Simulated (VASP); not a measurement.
# K (Im-3m) in VASP: settings compared

The runs below take K through single point, with PBE, PBEsol.

Everything below comes from runs of VASP 6.6.1. Logs are shortened: lines on timing, memory, paths and dates and some standing lists are left out, and cuts for length are marked.

### 1 The cell of the first run

Symmetry: Im-3m, No. 229, cubic system. The conventional cell has a = 5.322 Å, b = 5.322 Å, c = 5.322 Å, α = 90.00°, β = 90.00°, γ = 90.00°.

### 2 Single point, PBE (functional pbe, volume scaled by 0.96)

INCAR reads:

```
SYSTEM = K
ALGO = Normal ; EDIFF = 1E-6
ENCUT = 520 ; GGA = PE
ISIF = 2 ; ISMEAR = -1
LASPH = .TRUE. ; LCHARG = .FALSE.
LREAL = .FALSE. ; LWAVE = .FALSE.
NBANDS = 10 ; NELM = 60
PREC = Accurate ; SIGMA = 0.05
```

KPOINTS reads:

```
k-points
0
G
  10 10 10
  0 0 0
```

POSCAR reads:

```
K
1.0
   -2.6611005540      2.6611005540      2.6611005540
    2.6611005540     -2.6611005540      2.6611005540
    2.6611005540      2.6611005540     -2.6611005540
K
1
Direct
    0.0000000000      0.0000000000      0.0000000000
```

Potentials or basis: VASP PAW PBE potentials, release 64 (K_sv).

Command:

```sh
$ cat potpaw_PBE.64/K_sv/POTCAR > POTCAR
$ mpirun -np 1 vasp_std > vasp.out
```

OUTCAR:

```text
SYSTEM = K
   EDIFF = 1E-6
   ENCUT = 520
   GGA = PE
   ISIF = 2
   ISMEAR = -1
   LASPH = .TRUE.
   LREAL = .FALSE.
   NELM = 60
   PREC = Accurate

 ion  position               nearest neighbor table
   1  0.000  0.000  0.000-

  LATTYP: Found a body centered cubic cell.
 ALAT       =     5.3222011080

  Lattice vectors:

 A1 = (  -2.6611005540,   2.6611005540,   2.6611005540)
 A2 = (   2.6611005540,  -2.6611005540,   2.6611005540)
 A3 = (   2.6611005540,   2.6611005540,  -2.6611005540)

Analysis of symmetry for initial positions (statically):
=====================================================================
 Subroutine PRICEL returns:
 Original cell was already a primitive cell.

 Routine SETGRP: Setting up the symmetry group for a
 body centered cubic supercell.

 Subroutine GETGRP returns: Found 48 space group operations
 (whereof 48 operations were pure point group operations)
 out of a pool of 48 trial point group operations.

The static configuration has the point symmetry O_h .

Analysis of symmetry for dynamics (positions and initial velocities):
=====================================================================
 Subroutine PRICEL returns:
 Original cell was already a primitive cell.

 Routine SETGRP: Setting up the symmetry group for a
 body centered cubic supercell.

 Subroutine GETGRP returns: Found 48 space group operations
 (whereof 48 operations were pure point group operations)
 out of a pool of 48 trial point group operations.

The dynamic configuration has the point symmetry O_h .

 Subroutine INISYM returns: Found 48 space group operations
 (whereof 48 operations are pure point group operations),
 and found     1 'primitive' translations

----------------------------------------------------------------------------------------

                                     Primitive cell

  volume of cell :      75.3779

  direct lattice vectors                    reciprocal lattice vectors
    -2.661100554  2.661100554  2.661100554     0.000000000  0.187892186  0.187892186
     2.661100554 -2.661100554  2.661100554     0.187892186  0.000000000  0.187892186
     2.661100554  2.661100554 -2.661100554     0.187892186  0.187892186  0.000000000

  length of vectors
     4.609161364  4.609161364  4.609161364     0.265719678  0.265719678  0.265719678

  position of ions in fractional coordinates (direct lattice)
     0.000000000  0.000000000  0.000000000

  ion indices of the primitive-cell ions
   primitive index   ion index
                 1           1

----------------------------------------------------------------------------------------

 KPOINTS: k-points

Automatic generation of k-mesh.
 Grid dimensions read from file:
 generate k-points for:   10   10   10

 Generating k-lattice:

  Cartesian coordinates                     Fractional coordinates (reciprocal lattice)
     0.000000000  0.018789219  0.018789219     0.100000000  0.000000000  0.000000000
     0.018789219  0.000000000  0.018789219     0.000000000  0.100000000  0.000000000
     0.018789219  0.018789219  0.000000000     0.000000000  0.000000000  0.100000000

  Length of vectors
     0.026571968  0.026571968  0.026571968

  Shift w.r.t. Gamma in fractional coordinates (k-lattice)
     0.000000000  0.000000000  0.000000000

 Subroutine IBZKPT returns following result:
 ===========================================

 Found     47 irreducible k-points:

 Following reciprocal coordinates:
            Coordinates               Weight
  0.000000  0.000000  0.000000      1.000000
  0.100000  0.000000  0.000000     12.000000
  0.200000  0.000000  0.000000     12.000000
  0.300000  0.000000  0.000000     12.000000
  0.400000  0.000000  0.000000     12.000000
  0.500000  0.000000  0.000000      6.000000
[... 16 lines left out ...]
  0.300000  0.300000  0.100000      8.000000
 -0.300000  0.300000  0.100000     24.000000
 [... further k-points ...]
   k-points           NKPTS =     47   k-points in BZ     NKDIM =     47   number of bands    NBANDS=     10
   number of dos      NEDOS =    301   number of ions     NIONS =      1
   total plane-waves  NPLWV =  46656
   dimension x,y,z NGX =    36 NGY =   36 NGZ =   36
   dimension x,y,z NGXF=    72 NGYF=   72 NGZF=   72
   ions per type =               1
   NGX,Y,Z   is equivalent  to a cutoff of  12.98, 12.98, 12.98 a.u.
   NGXF,Y,Z  is equivalent  to a cutoff of  25.97, 25.97, 25.97 a.u.
 SYSTEM =  K
   PREC   = accura    normal or accurate (medium, high low for compatibility)
   ISTART =      0    job   : 0-new  1-cont  2-samecut
   ICHARG =      2    charge: 1-file 2-atom 10-const
   ISPIN  =      1    spin polarized calculation?
   LNONCOLLINEAR =      F non collinear calculations
   LSORBIT =      F    spin-orbit coupling
   LASPH  =      T    aspherical Exc in radial PAW
   ENCUT  =  520.0 eV  38.22 Ry    6.18 a.u.   8.57  8.57  8.57*2*pi/ulx,y,z
   NELM   =     60;   NELMIN=  2; NELMDL= -5     # of ELM steps
   EDIFF  = 0.1E-05   stopping-criterion for ELM
   LREAL  =      F    real-space projection
   EDIFFG = 0.1E-04   stopping-criterion for IOM
   NSW    =      0    number of steps for IOM
   IBRION =     -1    ionic relax: 0-MD 1-quasi-New 2-CG
   NFREE  =      0    steps in history (QN), initial steepest desc. (CG)
   ISIF   =      2    stress and relaxation
   ISYM   =      2    0-nonsym 1-usesym 2-fastsym
   POTIM  = 0.5000    time-step for ionic-motion
   TEBEG  =    0.0;   TEEND  =   0.0 temperature during run
   PSTRESS=    0.0 pullay stress
   NELECT =       9.0000    total number of electrons
   NUPDOWN=      -1.0000    fix difference up-down
   EMIN   =  10.00;   EMAX   =-10.00  energy-range for DOS
   EFERMI =   0.00;   METHOD = LEGACY
   ISMEAR =    -1;   SIGMA  =   0.05  broadening in eV -4-tet -1-fermi 0-gaus
   EFERMI_NEDOS =   21; number of points for ismear=-14 and -15
   IALGO  =     38    algorithm
   IMIX   =      4    mixing-type and parameters
     AMIX     =   0.40;   BMIX     =  1.00
     AMIX_MAG =   1.60;   BMIX_MAG =  1.00
  volume/ion in A,a.u.               =      75.38       508.67
  Fermi-wavevector in a.u.,A,eV,Ry     =   0.806135  1.523374  8.841793  0.649853
  Thomas-Fermi vector in A             =   1.914511
   LORBIT       =      0    0 simple, 1 ext, 2 COOP (PROOUT), +10 PAW based schemes
   GGA     = PE    functional components
   LHFCALC =     F    Hartree Fock is set to
   AEXX    =    0.0000 exact exchange contribution
   IVDW    =     0    specifies the selected vdW correction
   LEPSILON=     F    determine dielectric tensor
   LRPA    =     F    only Hartree local field effects (RPA)
 non-spin polarized calculation
  energy-cutoff  :      520.00
  volume of cell :       75.38
 maximum number of plane-waves:      2044
 NGX is ok and might be reduce to    36
   NGX = 17   NGY = 17   NGZ = 17

 number of electron       9.0000001 magnetization

 Free energy of the ion-electron system (eV)
  ---------------------------------------------------
  ext. energy  EPLUGINS =         0.00000000
  ---------------------------------------------------
  free energy    TOTEN  =        -1.04803887 eV

  energy without entropy =       -1.04001480  energy(sigma->0) =       -1.04402683

 E-fermi :  -0.1736     XC(G=0):  -5.5926

 val. band max:       -0.1820196356   @ k =   0.3000   0.2000  -0.0000
 cond. band min:      -0.0876168203   @ k =  -0.4000   0.4000   0.2000
 fundamental gap:      0.0944028153
 Fermi energy:        -0.1736027368

 k-point     1 :       0.0000    0.0000    0.0000
  band No.  band energies     occupation
      1     -32.3202      2.00000
      2     -15.7714      2.00000
      3     -15.7714      2.00000
      4     -15.7714      2.00000
      5      -2.2947      2.00000
      6       4.0965      0.00000
      7       4.0965      0.00000
      8       4.0965      0.00000
      9       4.9910      0.00000
     10       4.9910      0.00000

 k-point     2 :       0.1000    0.0000    0.0000
  band No.  band energies     occupation
      1     -32.3199      2.00000
      2     -15.7774      2.00000
      3     -15.7734      2.00000
      4     -15.7714      2.00000
      5      -2.1729      2.00000
      6       3.8977      0.00000
      7       3.9398      0.00000
      8       4.1921      0.00000
      9       4.7990      0.00000
     10       4.9595      0.00000

 k-point     3 :       0.2000    0.0000    0.0000
  band No.  band energies     occupation
      1     -32.3190      2.00000
      2     -15.7930      2.00000
      3     -15.7787      2.00000
      4     -15.7714      2.00000
      5      -1.8151      2.00000
      6       3.1907      0.00000
      7       3.6046      0.00000
      8       4.4751      0.00000
      9       4.7678      0.00000
     10       4.9264      0.00000

 k-point     4 :       0.3000    0.0000    0.0000
  band No.  band energies     occupation
      1     -32.3179      2.00000
      2     -15.8121      2.00000
      3     -15.7852      2.00000
      4     -15.7713      2.00000
      5      -1.2434      2.00000
      6       2.2814      0.00000
      7       3.2794      0.00000
      8       4.8341      0.00000
      9       4.9332      0.00000
     10       4.9884      0.00000
[... 222 lines left out ...]
 k-point    22 :      -0.2000    0.2000    0.1000
  band No.  band energies     occupation
      1     -32.3187      2.00000
      2     -15.7929      2.00000
      3     -15.7808      2.00000
      4     -15.7763      2.00000
      5      -1.6978      2.00000
      6       3.2291      0.00000
      7       3.5751      0.00000
      8       4.1101      0.00000
      9       4.4969      0.00000
     10       5.3353      0.00000

 k-point    23 :       0.3000    0.3000    0.1000
  band No.  band energies     occupation
      1     -32.3164      2.00000
      2     -15.8100      2.00000
      3     -15.8100      2.00000
      4     -15.7841      2.00000
      5       1.0657      0.00000
      6       1.0657      0.00000
      7       1.4250      0.00000
      8       3.5279      0.00000
      9       5.4499      0.00000
     10       5.4499      0.00000

 k-point    24 :      -0.3000    0.3000    0.1000
  band No.  band energies     occupation
      1     -32.3176      2.00000
      2     -15.8112      2.00000
      3     -15.7874      2.00000
      4     -15.7760      2.00000
      5      -1.1314      2.00000
      6       2.3330      0.00000
      7       3.2834      0.00000
      8       4.1508      0.00000
      9       4.9416      0.00000
     10       5.3567      0.00000

 [... further k-points ...]
[... 5 lines left out ...]
  --------------------------------------------------------------------------------------
  -------------------------------------------------------------------------------------
  Total       -0.0368786     -0.0368786     -0.0368786     -0.0000000     -0.0000000      0.0000000
  in kB       -0.7838655     -0.7838655     -0.7838655     -0.0000000     -0.0000000      0.0000000
  external PRESSURE =      -0.7838655 kB  Pullay stress =       0.0000000 kB

 VOLUME and BASIS-vectors are now :
 -----------------------------------------------------------------------------
  energy-cutoff  :      520.00
  volume of cell :       75.38
      direct lattice vectors                 reciprocal lattice vectors
    -2.661100554  2.661100554  2.661100554     0.000000000  0.187892186  0.187892186
     2.661100554 -2.661100554  2.661100554     0.187892186  0.000000000  0.187892186
     2.661100554  2.661100554 -2.661100554     0.187892186  0.187892186  0.000000000

 POSITION                                       TOTAL-FORCE (eV/Angst)
 -----------------------------------------------------------------------------------
      0.00000      0.00000      0.00000         0.000000     -0.000000      0.000000
 -----------------------------------------------------------------------------------
    total drift:                               -0.000000     -0.000000      0.000000

  FREE ENERGIE OF THE ION-ELECTRON SYSTEM (eV)
  ---------------------------------------------------
  free  energy   TOTEN  =        -1.0480388654 eV

  energy  without entropy=       -1.0400147959  energy(sigma->0) =       -1.04402683
```

It took 18 s on 1 thread of AMD EPYC 9R14 (Zen 4), shared host; peak memory 0.18 GiB.

Results:

```yaml
Free_energy: -1.0480 eV
Pressure: -0.1 GPa
```

Caveat: the cell differs from its parent crystal (functional pbe, volume scaled by 0.96).

### 3 Single point, PBEsol

This run uses another cell than the first one, of 78.52 Å³/atom, 1.042 times its volume.

INCAR reads:

```
SYSTEM = K
  ALGO = Normal
  EDIFF = 1E-6
  ENCUT = 520
  GGA = PS
  ISIF = 2
  ISMEAR = -1
  LASPH = .TRUE.
  LCHARG = .FALSE.
  LREAL = .FALSE.
  LWAVE = .FALSE.
  NBANDS = 10
  NELM = 80
  PREC = Accurate
  SIGMA = 0.05
```

KPOINTS is that of step 2.

POSCAR reads:

```
K
1.0
   -2.6975585167      2.6975585167      2.6975585167
    2.6975585167     -2.6975585167      2.6975585167
    2.6975585167      2.6975585167     -2.6975585167
K
1
Direct
    0.0000000000      0.0000000000      0.0000000000
```

Potentials or basis: VASP PAW PBE potentials, release 64 (K_sv).

Command:

```sh
$ cat potpaw_PBE.64/K_sv/POTCAR > POTCAR
$ mpirun -np 1 vasp_std > vasp.out
```

OUTCAR:

```text
SYSTEM = K
   EDIFF = 1E-6
   ENCUT = 520
   GGA = PS
   ISIF = 2
   ISMEAR = -1
   LASPH = .TRUE.
   LREAL = .FALSE.
   NELM = 80
   PREC = Accurate

 ion  position               nearest neighbor table
   1  0.000  0.000  0.000-

  LATTYP: Found a body centered cubic cell.
 ALAT       =     5.3951170334

  Lattice vectors:

 A1 = (  -2.6975585167,   2.6975585167,   2.6975585167)
 A2 = (   2.6975585167,  -2.6975585167,   2.6975585167)
 A3 = (   2.6975585167,   2.6975585167,  -2.6975585167)

Analysis of symmetry for initial positions (statically):
=====================================================================
 Subroutine PRICEL returns:
 Original cell was already a primitive cell.

 Routine SETGRP: Setting up the symmetry group for a
 body centered cubic supercell.

 Subroutine GETGRP returns: Found 48 space group operations
 (whereof 48 operations were pure point group operations)
 out of a pool of 48 trial point group operations.

The static configuration has the point symmetry O_h .

Analysis of symmetry for dynamics (positions and initial velocities):
=====================================================================
 Subroutine PRICEL returns:
 Original cell was already a primitive cell.

 Routine SETGRP: Setting up the symmetry group for a
 body centered cubic supercell.

 Subroutine GETGRP returns: Found 48 space group operations
 (whereof 48 operations were pure point group operations)
 out of a pool of 48 trial point group operations.

The dynamic configuration has the point symmetry O_h .

 Subroutine INISYM returns: Found 48 space group operations
 (whereof 48 operations are pure point group operations),
 and found     1 'primitive' translations

----------------------------------------------------------------------------------------

[... 106 lines left out ...]
   EFERMI_NEDOS =   21; number of points for ismear=-14 and -15
   IALGO  =     38    algorithm
   IMIX   =      4    mixing-type and parameters
     AMIX     =   0.40;   BMIX     =  1.00
     AMIX_MAG =   1.60;   BMIX_MAG =  1.00
  volume/ion in A,a.u.               =      78.52       529.87
  Fermi-wavevector in a.u.,A,eV,Ry     =   0.795240  1.502785  8.604411  0.632406
  Thomas-Fermi vector in A             =   1.901529
   LORBIT       =      0    0 simple, 1 ext, 2 COOP (PROOUT), +10 PAW based schemes
   GGA     = PS    functional components
   LHFCALC =     F    Hartree Fock is set to
   AEXX    =    0.0000 exact exchange contribution
   IVDW    =     0    specifies the selected vdW correction
   LEPSILON=     F    determine dielectric tensor
   LRPA    =     F    only Hartree local field effects (RPA)
 non-spin polarized calculation
  energy-cutoff  :      520.00
  volume of cell :       78.52
 maximum number of plane-waves:      2131
   NGX = 17   NGY = 17   NGZ = 17

 number of electron       8.9999999 magnetization

 Free energy of the ion-electron system (eV)
  ---------------------------------------------------
  ext. energy  EPLUGINS =         0.00000000
  ---------------------------------------------------
  free energy    TOTEN  =        -1.12663559 eV

  energy without entropy =       -1.11851364  energy(sigma->0) =       -1.12257462

 E-fermi :  -0.3020     XC(G=0):  -5.5366

 val. band max:       -0.3108601037   @ k =   0.3000   0.2000  -0.0000
 cond. band min:      -0.2172338802   @ k =  -0.4000   0.4000   0.2000
 fundamental gap:      0.0936262235
 Fermi energy:        -0.3020168028

 k-point     1 :       0.0000    0.0000    0.0000
  band No.  band energies     occupation
      1     -32.3395      2.00000
      2     -15.8530      2.00000
      3     -15.8530      2.00000
      4     -15.8530      2.00000
      5      -2.3666      2.00000
      6       3.9296      0.00000
      7       3.9296      0.00000
      8       3.9296      0.00000
      9       4.8096      0.00000
     10       4.8096      0.00000
[... 287 lines left out ...]
 k-point    24 :      -0.3000    0.3000    0.1000
  band No.  band energies     occupation
      1     -32.3372      2.00000
      2     -15.8878      2.00000
      3     -15.8671      2.00000
      4     -15.8570      2.00000
      5      -1.2376      2.00000
      6       2.1777      0.00000
      7       3.1236      0.00000
      8       3.9677      0.00000
      9       4.7361      0.00000
     10       5.1602      0.00000

 [... further k-points ...]
[... 5 lines left out ...]
  --------------------------------------------------------------------------------------
  -------------------------------------------------------------------------------------
  Total       -0.1557521     -0.1557521     -0.1557521      0.0000000      0.0000000      0.0000000
  in kB       -3.1781311     -3.1781311     -3.1781311      0.0000000      0.0000000      0.0000000
  external PRESSURE =      -3.1781311 kB  Pullay stress =       0.0000000 kB

 VOLUME and BASIS-vectors are now :
 -----------------------------------------------------------------------------
  energy-cutoff  :      520.00
  volume of cell :       78.52
      direct lattice vectors                 reciprocal lattice vectors
    -2.697558517  2.697558517  2.697558517     0.000000000  0.185352791  0.185352791
     2.697558517 -2.697558517  2.697558517     0.185352791  0.000000000  0.185352791
     2.697558517  2.697558517 -2.697558517     0.185352791  0.185352791  0.000000000

 POSITION                                       TOTAL-FORCE (eV/Angst)
 -----------------------------------------------------------------------------------
      0.00000      0.00000      0.00000        -0.000000      0.000000     -0.000000
 -----------------------------------------------------------------------------------
    total drift:                               -0.000000     -0.000000      0.000000

  FREE ENERGIE OF THE ION-ELECTRON SYSTEM (eV)
  ---------------------------------------------------
  free  energy   TOTEN  =        -1.1266355876 eV

  energy  without entropy=       -1.1185136446  energy(sigma->0) =       -1.12257462
```

Wall time 21 s (1 thread of AMD EPYC 9R14 (Zen 4), shared host); peak memory 0.18 GiB.

What came out:

```yaml
Free_energy: -1.1266 eV
Pressure: -0.3 GPa
```

Caveat: the PAW data sets were made with another functional, which shifts forces and pressure a little.

(Continued in part 2 of 2.)
